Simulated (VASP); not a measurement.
# ZnSi3N (Pm-3m) in VASP: single point with PBE

Aim: the single point of ZnSi3N with PBE.

Program: VASP 6.6.1. These are calculated values, not measurements. Logs are shortened: lines on timing, memory, paths and dates and some standing lists are left out, and cuts for length are marked.

## 1. The cell of the first run

The structure is cubic, space group Pm-3m (No. 221). Conventional cell: a = 4.075 Å, b = 4.075 Å, c = 4.075 Å, α = 90.00°, β = 90.00°, γ = 90.00°. Within 3.8 Å of Zn (site symmetry m-3m) lie 12 Si at 2.88 Å and 8 N at 3.53 Å. Si (site symmetry 4/mmm) has 2 N at 2.04 Å within 2.7 Å. N (site symmetry m-3m) has 6 Si at 2.04 Å within 2.7 Å.

## 2. Single point, PBE

The input, INCAR:

```
  ALGO = Normal
  EDIFF = 1E-7
  ENCUT = 520
  GGA = PE
  ISIF = 2
  ISMEAR = 0
  LASPH = T
  LCHARG = F
  LREAL = F
  LWAVE = F
  NBANDS = 22
  NELM = 60
  PREC = Accurate
  SIGMA = 0.1
```

The input, KPOINTS:

```
k-points
0
Gamma
  4 4 4
```

The input, POSCAR:

```
ZnSi3N
1.0
    4.0753172500      0.0000000000      0.0000000000
    0.0000000000      4.0753172500      0.0000000000
    0.0000000000      0.0000000000      4.0753172500
Zn Si N
1 3 1
Direct
    0.0000000000      0.0000000000      0.0000000000
    0.0000000000      0.5000000000      0.5000000000
    0.5000000000      0.5000000000      0.0000000000
    0.5000000000      0.0000000000      0.5000000000
    0.5000000000      0.5000000000      0.5000000000
```

Potentials or basis: VASP PAW PBE potentials, release 64 (Zn, Si, N).

Run with:

```bash
cat potpaw_PBE.64/Zn/POTCAR potpaw_PBE.64/Si/POTCAR potpaw_PBE.64/N/POTCAR > POTCAR
mpirun -np 1 vasp_std > vasp.out
```

OUTCAR:

```text
EDIFF = 1E-7
   ENCUT = 520
   GGA = PE
   ISIF = 2
   ISMEAR = 0
   LASPH = T
   LREAL = F
   NELM = 60
   PREC = Accurate

 ion  position               nearest neighbor table
   1  0.000  0.000  0.000-   2 2.88   3 2.88   4 2.88   2 2.88   4 2.88   2 2.88   3 2.88   2 2.88
                             3 2.88   4 2.88   4 2.88   3 2.88
   2  0.000  0.500  0.500-   5 2.04   5 2.04   4 2.88   1 2.88   1 2.88   3 2.88   1 2.88   4 2.88
                             1 2.88   3 2.88   4 2.88   3 2.88   3 2.88   4 2.88
   3  0.500  0.500  0.000-   5 2.04   5 2.04   4 2.88   1 2.88   2 2.88   4 2.88   2 2.88   1 2.88
                             4 2.88   4 2.88   1 2.88   2 2.88   2 2.88   1 2.88
   4  0.500  0.000  0.500-   5 2.04   5 2.04   3 2.88   1 2.88   1 2.88   3 2.88   2 2.88   3 2.88
                             2 2.88   3 2.88   1 2.88   2 2.88   1 2.88   2 2.88
   5  0.500  0.500  0.500-   2 2.04   3 2.04   4 2.04   3 2.04   4 2.04   2 2.04

  LATTYP: Found a simple cubic cell.
 ALAT       =     4.0753172500

  Lattice vectors:

 A1 = (   4.0753172500,   0.0000000000,   0.0000000000)
 A2 = (   0.0000000000,   4.0753172500,   0.0000000000)
 A3 = (   0.0000000000,   0.0000000000,   4.0753172500)

Analysis of symmetry for initial positions (statically):
=====================================================================
 Subroutine PRICEL returns:
 Original cell was already a primitive cell.

 Routine SETGRP: Setting up the symmetry group for a
 simple cubic supercell.

 Subroutine GETGRP returns: Found 48 space group operations
 (whereof 48 operations were pure point group operations)
 out of a pool of 48 trial point group operations.

The static configuration has the point symmetry O_h .

Analysis of symmetry for dynamics (positions and initial velocities):
=====================================================================
 Subroutine PRICEL returns:
 Original cell was already a primitive cell.

 Routine SETGRP: Setting up the symmetry group for a
 simple cubic supercell.

 Subroutine GETGRP returns: Found 48 space group operations
 (whereof 48 operations were pure point group operations)
 out of a pool of 48 trial point group operations.

The dynamic configuration has the point symmetry O_h .

 Subroutine INISYM returns: Found 48 space group operations
 (whereof 48 operations are pure point group operations),
 and found     1 'primitive' translations

----------------------------------------------------------------------------------------

                                     Primitive cell

  volume of cell :      67.6837

  direct lattice vectors                    reciprocal lattice vectors
     4.075317250  0.000000000  0.000000000     0.245379670  0.000000000  0.000000000
     0.000000000  4.075317250  0.000000000     0.000000000  0.245379670  0.000000000
     0.000000000  0.000000000  4.075317250     0.000000000  0.000000000  0.245379670

  length of vectors
     4.075317250  4.075317250  4.075317250     0.245379670  0.245379670  0.245379670

  position of ions in fractional coordinates (direct lattice)
     0.000000000  0.000000000  0.000000000
     0.000000000  0.500000000  0.500000000
     0.500000000  0.500000000  0.000000000
     0.500000000  0.000000000  0.500000000
     0.500000000  0.500000000  0.500000000

  ion indices of the primitive-cell ions
   primitive index   ion index
                 1           1
                 2           2
                 3           3
                 4           4
                 5           5

----------------------------------------------------------------------------------------

 KPOINTS: k-points

Automatic generation of k-mesh.
 Grid dimensions read from file:
 generate k-points for:    4    4    4

 Generating k-lattice:

  Cartesian coordinates                     Fractional coordinates (reciprocal lattice)
     0.061344917  0.000000000  0.000000000     0.250000000  0.000000000  0.000000000
     0.000000000  0.061344917  0.000000000     0.000000000  0.250000000  0.000000000
     0.000000000  0.000000000  0.061344917     0.000000000  0.000000000  0.250000000

  Length of vectors
     0.061344917  0.061344917  0.061344917

  Shift w.r.t. Gamma in fractional coordinates (k-lattice)
     0.000000000  0.000000000  0.000000000

 Subroutine IBZKPT returns following result:
 ===========================================

 Found     10 irreducible k-points:

 Following reciprocal coordinates:
            Coordinates               Weight
  0.000000  0.000000  0.000000      1.000000
  0.250000  0.000000  0.000000      6.000000
  0.500000  0.000000  0.000000      3.000000
  0.250000  0.250000  0.000000     12.000000
  0.500000  0.250000  0.000000     12.000000
  0.500000  0.500000  0.000000      3.000000
  0.250000  0.250000  0.250000      8.000000
  0.500000  0.250000  0.250000     12.000000
  0.500000  0.500000  0.250000      6.000000
  0.500000  0.500000  0.500000      1.000000
   k-points           NKPTS =     10   k-points in BZ     NKDIM =     10   number of bands    NBANDS=     22
   number of dos      NEDOS =    301   number of ions     NIONS =      5
   total plane-waves  NPLWV =  27000
   dimension x,y,z NGX =    30 NGY =   30 NGZ =   30
   dimension x,y,z NGXF=    60 NGYF=   60 NGZF=   60
   ions per type =               1   3   1
   NGX,Y,Z   is equivalent  to a cutoff of  12.24, 12.24, 12.24 a.u.
   NGXF,Y,Z  is equivalent  to a cutoff of  24.48, 24.48, 24.48 a.u.
 SYSTEM =  unknown system
   PREC   = accura    normal or accurate (medium, high low for compatibility)
   ISTART =      0    job   : 0-new  1-cont  2-samecut
   ICHARG =      2    charge: 1-file 2-atom 10-const
   ISPIN  =      1    spin polarized calculation?
   LNONCOLLINEAR =      F non collinear calculations
   LSORBIT =      F    spin-orbit coupling
   LASPH  =      T    aspherical Exc in radial PAW
   ENCUT  =  520.0 eV  38.22 Ry    6.18 a.u.   7.58  7.58  7.58*2*pi/ulx,y,z
   NELM   =     60;   NELMIN=  2; NELMDL= -5     # of ELM steps
   EDIFF  = 0.1E-06   stopping-criterion for ELM
   LREAL  =      F    real-space projection
   EDIFFG = 0.1E-05   stopping-criterion for IOM
   NSW    =      0    number of steps for IOM
   IBRION =     -1    ionic relax: 0-MD 1-quasi-New 2-CG
   NFREE  =      0    steps in history (QN), initial steepest desc. (CG)
   ISIF   =      2    stress and relaxation
   ISYM   =      2    0-nonsym 1-usesym 2-fastsym
   POTIM  = 0.5000    time-step for ionic-motion
   TEBEG  =    0.0;   TEEND  =   0.0 temperature during run
   PSTRESS=    0.0 pullay stress
   NELECT =      29.0000    total number of electrons
   NUPDOWN=      -1.0000    fix difference up-down
   EMIN   =  10.00;   EMAX   =-10.00  energy-range for DOS
   EFERMI =   0.00;   METHOD = LEGACY
   ISMEAR =     0;   SIGMA  =   0.10  broadening in eV -4-tet -1-fermi 0-gaus
   EFERMI_NEDOS =   21; number of points for ismear=-14 and -15
   IALGO  =     38    algorithm
   IMIX   =      4    mixing-type and parameters
     AMIX     =   0.40;   BMIX     =  1.00
     AMIX_MAG =   1.60;   BMIX_MAG =  1.00
  volume/ion in A,a.u.               =      13.54        91.35
  Fermi-wavevector in a.u.,A,eV,Ry     =   1.234183  2.332267 20.724484  1.523207
  Thomas-Fermi vector in A             =   2.368883
   LORBIT       =      0    0 simple, 1 ext, 2 COOP (PROOUT), +10 PAW based schemes
   GGA     = PE    functional components
   LHFCALC =     F    Hartree Fock is set to
   AEXX    =    0.0000 exact exchange contribution
   IVDW    =     0    specifies the selected vdW correction
   LEPSILON=     F    determine dielectric tensor
   LRPA    =     F    only Hartree local field effects (RPA)
 non-spin polarized calculation
 Gauss-broadening in eV      SIGMA  =   0.10
  energy-cutoff  :      520.00
  volume of cell :       67.68
 maximum number of plane-waves:      1856
   NGX = 15   NGY = 15   NGZ = 15

 number of electron      29.0000002 magnetization

 Free energy of the ion-electron system (eV)
  ---------------------------------------------------
  ext. energy  EPLUGINS =         0.00000000
  ---------------------------------------------------
  free energy    TOTEN  =       -22.31291691 eV

  energy without entropy =      -22.31009769  energy(sigma->0) =      -22.31150730

 E-fermi :   7.8521     XC(G=0): -11.2346

 val. band max:        7.7388623400   @ k =   0.0000   0.0000   0.0000
 cond. band min:       8.0024250089   @ k =   0.2500   0.2500   0.0000
 fundamental gap:      0.2635626690
 Fermi energy:         7.8521104190

 k-point     1 :       0.0000    0.0000    0.0000
  band No.  band energies     occupation
      1     -10.2033      2.00000
      2      -1.1710      2.00000
      3      -0.0206      2.00000
      4      -0.0206      2.00000
      5      -0.0206      2.00000
      6       0.3210      2.00000
[... 14 lines left out ...]
     21      12.7750      0.00000
     22      12.7750      0.00000

 k-point     2 :       0.2500    0.0000    0.0000
  band No.  band energies     occupation
      1     -10.0367      2.00000
      2      -2.5172      2.00000
      3      -0.0143      2.00000
      4      -0.0143      2.00000
      5       0.1170      2.00000
      6       0.3988      2.00000
[... 14 lines left out ...]
     21      14.5222      0.00000
     22      15.1157      0.00000

 k-point     3 :       0.5000    0.0000    0.0000
  band No.  band energies     occupation
      1      -9.8494      2.00000
      2      -3.4362      2.00000
      3      -0.0157      2.00000
      4      -0.0157      2.00000
      5       0.4772      2.00000
      6       0.6204      2.00000
[... 14 lines left out ...]
     21      14.1372      0.00000
     22      14.7249      0.00000
[... 126 lines left out ...]
 k-point     9 :       0.5000    0.5000    0.2500
  band No.  band energies     occupation
      1      -9.4188      2.00000
      2      -2.3598      2.00000
      3      -2.3598      2.00000
      4      -1.2181      2.00000
      5       0.5119      2.00000
      6       0.6189      2.00000
[... 14 lines left out ...]
     21      14.7010      0.00000
     22      14.8300      0.00000

 k-point    10 :       0.5000    0.5000    0.5000
  band No.  band energies     occupation
      1      -9.2758      2.00000
      2      -2.1058      2.00000
      3      -2.1058      2.00000
      4      -2.1058      2.00000
      5       0.6960      2.00000
      6       0.6960      2.00000
[... 14 lines left out ...]
     21      14.9293      0.00000
     22      14.9293      0.00000

------------------------ aborting loop because EDIFF is reached ----------------------------------------

  FORCE on cell =-STRESS in cart. coord.  units (eV):
  Direction    XX          YY          ZZ          XY          YZ          ZX
  --------------------------------------------------------------------------------------
  -------------------------------------------------------------------------------------
  Total       -0.3313254     -0.3313254     -0.3313254      0.0000000      0.0000000     -0.0000000
  in kB       -7.8429799     -7.8429799     -7.8429799      0.0000000      0.0000000     -0.0000000
  external PRESSURE =      -7.8429799 kB  Pullay stress =       0.0000000 kB

 VOLUME and BASIS-vectors are now :
 -----------------------------------------------------------------------------
  energy-cutoff  :      520.00
  volume of cell :       67.68
      direct lattice vectors                 reciprocal lattice vectors
     4.075317250  0.000000000  0.000000000     0.245379670  0.000000000  0.000000000
     0.000000000  4.075317250  0.000000000     0.000000000  0.245379670  0.000000000
     0.000000000  0.000000000  4.075317250     0.000000000  0.000000000  0.245379670

 POSITION                                       TOTAL-FORCE (eV/Angst)
 -----------------------------------------------------------------------------------
      0.00000      0.00000      0.00000         0.000000      0.000000      0.000000
      0.00000      2.03766      2.03766         0.000000      0.000000      0.000000
      2.03766      2.03766      0.00000         0.000000      0.000000      0.000000
      2.03766      0.00000      2.03766         0.000000      0.000000      0.000000
      2.03766      2.03766      2.03766         0.000000      0.000000      0.000000
 -----------------------------------------------------------------------------------
    total drift:                                0.000000      0.000000      0.000000

  FREE ENERGIE OF THE ION-ELECTRON SYSTEM (eV)
  ---------------------------------------------------
  free  energy   TOTEN  =       -22.3129169148 eV

  energy  without entropy=      -22.3100976923  energy(sigma->0) =      -22.31150730
```

Wall time 27 s (1 thread of Intel Xeon 8259CL, shared host); peak memory 0.17 GiB.

Results:

* Free energy: -22.3129 eV
* Pressure: -0.8 GPa

Caveat: the k points lie up to 0.39 Å⁻¹ apart.
